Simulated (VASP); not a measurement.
Here is a VASP 6.6.1 calculation.

Contents of POSCAR:

```
HfO2
1.0
    3.5859499382      0.0000000000      0.0000000000
    0.0000000000      3.5859499382      0.0000000000
    0.0000000000      0.0000000000      5.2320207306
Hf O
2 4
Direct
    0.5000000000      0.5000000000      0.5000000000
    0.0000000000      0.0000000000      0.0000000000
    0.0000000000      0.5000000000      0.6937408966
    0.5000000000      0.0000000000      0.8062591034
    0.5000000000      0.0000000000      0.3062591034
    0.0000000000      0.5000000000      0.1937408966
```

File INCAR.step1:

```
PREC = Accurate
ENCUT = 520
ISMEAR = 0
SIGMA = 0.02
LREAL = False
LASPH = True
NELM = 80
NBANDS = 31
GGA = PE
ALGO = Normal
EDIFF = 1E-4
LWAVE = True
LCHARG = False
```

Contents of INCAR.step2:

```
PREC = Accurate
ENCUT = 520
EDIFF = 1E-6
ISMEAR = 0
SIGMA = 0.02
LREAL = False
LASPH = True
NELM = 80
ALGO = Normal
ISIF = 2
LWAVE = False
LCHARG = False
METAGGA = R2SCAN
LMIXTAU = True
NBANDS = 31
ISTART = 1
```

File KPOINTS:

```
regular mesh
0
Gamma
  6 6 6
```

Potentials or basis: VASP PAW PBE potentials, release 64 (Hf_pv, O).

Launch:

```console
$ cat potpaw_PBE.64/Hf_pv/POTCAR potpaw_PBE.64/O/POTCAR > POTCAR
$ cp INCAR.step1 INCAR
$ mpirun -np 1 vasp_std > vasp.out
$ cp INCAR.step2 INCAR
$ mpirun -np 1 vasp_std > vasp.out
```

**Question.** Estimate the pressure.

**Answer.** -5.5 GPa.

**Question.** Estimate the band gap on the k mesh.

**Answer.** 5.24 eV, indirect (least direct gap 5.32 eV).

**Question.** What does it give for the largest force?

**Answer.** 0.066 eV/Å.

Forces in eV/Å, atoms in the order of the input:
```
Hf   0.000  0.000  0.000
Hf   0.000  0.000  0.000
O    0.000  0.000 -0.066
O    0.000  0.000  0.066
O    0.000  0.000  0.066
O    0.000  0.000 -0.066
```

Caveat: the PAW data sets were made with another functional, which shifts forces and pressure a little; spin-orbit coupling is left out, which moves the levels of the heavy elements. r2SCAN opens gaps a little over a GGA but as a rule still falls short of measured ones.
